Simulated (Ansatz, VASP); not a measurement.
**One calculation of Ti3Zn, two programs**

```
Ti Zn
1.0
     3.83924   -0.03409   -0.03409
    -0.03409    3.83924   -0.03409
    -0.03409   -0.03409    3.83924
Ti Zn
3 1
Direct
  0.00000 0.50000 0.50000
  0.50000 0.00000 0.50000
  0.50000 0.50000 0.00000
  0.00000 0.00000 0.00000
```

Alike in both runs: task single point; functional LDA; k mesh 12 × 12 × 12; occupations gaussian, width 0.15 eV; no spin polarisation.

|  | VASP | Ansatz |
| --- | --- | --- |
| version | VASP 6.6.1 | Ansatz 0.2.0 |
| potentials or method | VASP PAW LDA potentials, release 64 (Ti_sv, Zn), cutoff 520 eV | scalar-relativistic, plane waves, PAW |
| valence electrons in the cell | 48 | 48 |

VASP gave:

| Item | Value |
| --- | --- |
| gap on the k mesh at the Fermi level (eV) | none |
| pressure (GPa) | 8.2 |
| traceless stress, the component that is largest in VASP (GPa) | 1.44 |

Problem. Estimate Ansatz's values.

Solution. gap on the k mesh at the Fermi level (eV): none; pressure (GPa): 8.0; traceless stress, the component that is largest in VASP (GPa): 1.44.

LDA's correlation is that of Perdew and Zunger in VASP and of Perdew and Wang (1992) in Ansatz. A gap of «none» marks a metal or a gap that the smearing closes.
